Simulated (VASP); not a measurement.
# ZnS (F-43m) in VASP: notebook, part 2 of 2

VASP 6.6.1. The steps go on from the part before.

## Step 4: Single point, RPBE+D4

This run uses another cell than the first one, of 19.26 Å³/atom, 0.976 times its volume.

INCAR

```
PREC = Accurate
ENCUT = 520
EDIFF = 1E-6
ISMEAR = -1
SIGMA = 0.05
LREAL = F
LASPH = T
NELM = 100
ALGO = Normal
ISIF = 2
LWAVE = F
LCHARG = F
GGA = RP
IVDW = 13
NBANDS = 16
```

KPOINTS

```
Automatic mesh
0
Gamma
  9 9 9
```

POSCAR

```
ZnS
1.0
    0.0000000000      2.6804391263      2.6804391263
    2.6804391263      0.0000000000      2.6804391263
    2.6804391263      2.6804391263      0.0000000000
Zn S
1 1
Direct
    0.7500000000      0.7500000000      0.7500000000
    0.0000000000      0.0000000000      0.0000000000
```

Potentials or basis: VASP PAW PBE potentials, release 64 (Zn, S).

On the command line:

```
> cat potpaw_PBE.64/Zn/POTCAR potpaw_PBE.64/S/POTCAR > POTCAR
> mpirun -np 1 vasp_std > vasp.out
```

OUTCAR:

```text
PREC = Accurate
   ENCUT = 520
   EDIFF = 1E-6
   ISMEAR = -1
   LREAL = F
   LASPH = T
   NELM = 100
   ISIF = 2
   GGA = RP
   IVDW = 13

 ion  position               nearest neighbor table
   1  0.750  0.750  0.750-   2 2.32   2 2.32   2 2.32   2 2.32
   2  0.000  0.000  0.000-   1 2.32   1 2.32   1 2.32   1 2.32

  LATTYP: Found a face centered cubic cell.
 ALAT       =     5.3608782526

  Lattice vectors:

 A1 = (   0.0000000000,   2.6804391263,   2.6804391263)
 A2 = (   2.6804391263,   0.0000000000,   2.6804391263)
 A3 = (   2.6804391263,   2.6804391263,   0.0000000000)

Analysis of symmetry for initial positions (statically):
=====================================================================
 Subroutine PRICEL returns:
 Original cell was already a primitive cell.

 Routine SETGRP: Setting up the symmetry group for a
 face centered cubic supercell.

 Subroutine GETGRP returns: Found 24 space group operations
 (whereof 24 operations were pure point group operations)
 out of a pool of 48 trial point group operations.

The static configuration has the point symmetry T_d .

Analysis of symmetry for dynamics (positions and initial velocities):
[... 159 lines left out ...]

 val. band max:        2.4459177986   @ k =   0.0000   0.0000   0.0000
 cond. band min:       4.8317552704   @ k =   0.0000   0.0000   0.0000
 fundamental gap:      2.3858374719
 Fermi energy:         3.4534518254

 k-point     1 :       0.0000    0.0000    0.0000
  band No.  band energies     occupation
      1     -10.8492      2.00000
      2      -3.9464      2.00000
      3      -3.9464      2.00000
      4      -3.9464      2.00000
      5      -3.4138      2.00000
      6      -3.4138      2.00000
[... 433 lines left out ...]
      3      -3.5966      2.00000
      4      -3.5966      2.00000
      5      -3.3353      2.00000
      6      -3.2502      2.00000
[... 8 lines left out ...]
     15      16.0427      0.00000
     16      17.6194      0.00000

 [... further k-points ...]

------------------------ aborting loop because EDIFF is reached ----------------------------------------

  DFT-D4 for vdW energy calculation

  Edisp (eV):   -1.23146

  FORCE on cell =-STRESS in cart. coord.  units (eV):
  Direction    XX          YY          ZZ          XY          YZ          ZX
  --------------------------------------------------------------------------------------
  -------------------------------------------------------------------------------------
  Total       0.04411     0.04411     0.04411     0.00000    -0.00000     0.00000
  in kB       1.83498     1.83498     1.83498     0.00000    -0.00000     0.00000
  external pressure =        1.83 kB  Pullay stress =        0.00 kB

 VOLUME and BASIS-vectors are now :
 -----------------------------------------------------------------------------
  energy-cutoff  :      520.00
  volume of cell :       38.52
      direct lattice vectors                 reciprocal lattice vectors
     0.000000000  2.680439126  2.680439126    -0.186536600  0.186536600  0.186536600
     2.680439126  0.000000000  2.680439126     0.186536600 -0.186536600  0.186536600
     2.680439126  2.680439126  0.000000000     0.186536600  0.186536600 -0.186536600

 POSITION                                       TOTAL-FORCE (eV/Angst)
 -----------------------------------------------------------------------------------
      4.02066      4.02066      4.02066         0.000000     -0.000000     -0.000000
      0.00000      0.00000      0.00000        -0.000000      0.000000      0.000000
 -----------------------------------------------------------------------------------
    total drift:                                0.000002      0.000002      0.000002

  FREE ENERGIE OF THE ION-ELECTRON SYSTEM (eV)
  ---------------------------------------------------
  free  energy   TOTEN  =        -7.3742234451 eV

  energy  without entropy=       -7.3742234451  energy(sigma->0) =       -7.37422345
```

OSZICAR:

```text
N       E                     dE             d eps       ncg     rms          rms(c)
DAV:   1     0.846249439265E+02    0.84625E+02   -0.86381E+03  1120   0.136E+03
DAV:   2    -0.115259399837E+01   -0.85778E+02   -0.80307E+02  1232   0.262E+02
DAV:   3    -0.649824201095E+01   -0.53456E+01   -0.53218E+01  1416   0.613E+01
DAV:   4    -0.655145498443E+01   -0.53213E-01   -0.53200E-01  1320   0.639E+00
DAV:   5    -0.655198414370E+01   -0.52916E-03   -0.52915E-03  1504   0.614E-01    0.777E+00
DAV:   6    -0.615738461744E+01    0.39460E+00   -0.68193E-01  1696   0.288E+01    0.601E+00
DAV:   7    -0.613879808972E+01    0.18587E-01   -0.27193E-01  1304   0.449E+00    0.305E+00
DAV:   8    -0.614141475198E+01   -0.26167E-02   -0.70211E-03  1376   0.968E-01    0.791E-01
DAV:   9    -0.614234460177E+01   -0.92985E-03   -0.19042E-03  1392   0.340E-01    0.100E-01
DAV:  10    -0.614275632760E+01   -0.41173E-03   -0.59956E-04  1336   0.186E-01    0.534E-02
DAV:  11    -0.614275661211E+01   -0.28451E-06   -0.59591E-05  1368   0.860E-02    0.138E-02
DAV:  12    -0.614276004886E+01   -0.34368E-05   -0.10742E-05  1528   0.304E-02    0.104E-02
DAV:  13    -0.614276055229E+01   -0.50343E-06   -0.27456E-06  1360   0.159E-02
   1 F= -.73742234E+01 E0= -.73742234E+01  d E =-.262258E-10
```

stdout:

```text
POSCAR found type information on POSCAR ZnS
 POSCAR found :  2 types and       2 ions
 scaLAPACK will be used
 -----------------------------------------------------------------------------
|                                                                             |
|                                                                             |
|     You enforced a specific xc type in the INCAR file but a different       |
|     I HOPE YOU KNOW WHAT YOU ARE DOING!                                     |
|                                                                             |
 -----------------------------------------------------------------------------

 LDA part: xc-table for (Slater+PW92), standard interpolation
 POSCAR, INCAR and KPOINTS ok, starting setup
 FFT: planning ... GRIDC
 FFT: planning ... GRID_SOFT
 FFT: planning ... GRID
 WAVECAR not read
 entering main loop
```

Wall time 8.7 s (1 thread of Intel Xeon 6975P-C (Granite Rapids), shared host); peak memory 0.16 GiB.

What came out:

```
Free energy                : -7.3742 eV
Pressure                   : 0.2 GPa
Band gap on the k mesh     : 2.39 eV, direct
Dispersion energy per atom : -0.616 eV
```

Levels at points of the mesh, in eV from the valence-band top:
```csv
k point,band 5,band 6,band 7,band 8,band 9,band 10,band 11,band 12,band 13,band 14
"(0.00, 0.00, 0.00)",-5.86,-5.86,0.00,0.00,0.00,2.39,6.43,6.43,6.43,11.76
```

Caveat: the PAW data sets were made with another functional, which shifts forces and pressure a little.

## Step 5: The runs side by side

| task | level | cell | k mesh | cutoff (eV) | grid for exact exchange (PRECFOCK) | gap on the mesh (eV) | pressure (GPa) |
| --- | --- | --- | --- | --- | --- | --- | --- |
| relaxation of cell and atoms | SVWN5 | relaxed from a = 3.821 Å, angles 60.0°, 2 atoms | 9 × 9 × 9 | 600 | - | 2.13 | 0.0 |
| single point | r2SCAN50 | a = 3.896 Å, angles 60.0°, 2 atoms | 5 × 5 × 5 | 520 | Normal | 5.78 | -4.8 |
| single point | RPBE+D4 | a = 3.791 Å, angles 60.0°, 2 atoms | 9 × 9 × 9 | 520 | - | 2.39 | 0.2 |

Alike in all rows: potentials or basis VASP PAW PBE potentials, release 64 (Zn, S); no spin polarisation; smearing fermi-dirac 0.05 eV.

Caveats: the PAW data sets were made with another functional, which shifts forces and pressure a little.

Absolute energies hang on the potentials; compare differences alone.

## Step 6: Comparison with measurements

Step 4. Measured gap of ZnS: 3.85 eV (direct; 19 K; quoted in “Electronic, vibrational, and thermodynamic properties of ZnS (zincblende and rocksalt structure)”, 2009, arxiv:0911.5022). This calculation gives 2.39 eV (-1.46 eV). The value is that of RPBE+D4, without temperature or zero-point motion. Semilocal functionals fall short of measured gaps as a rule.
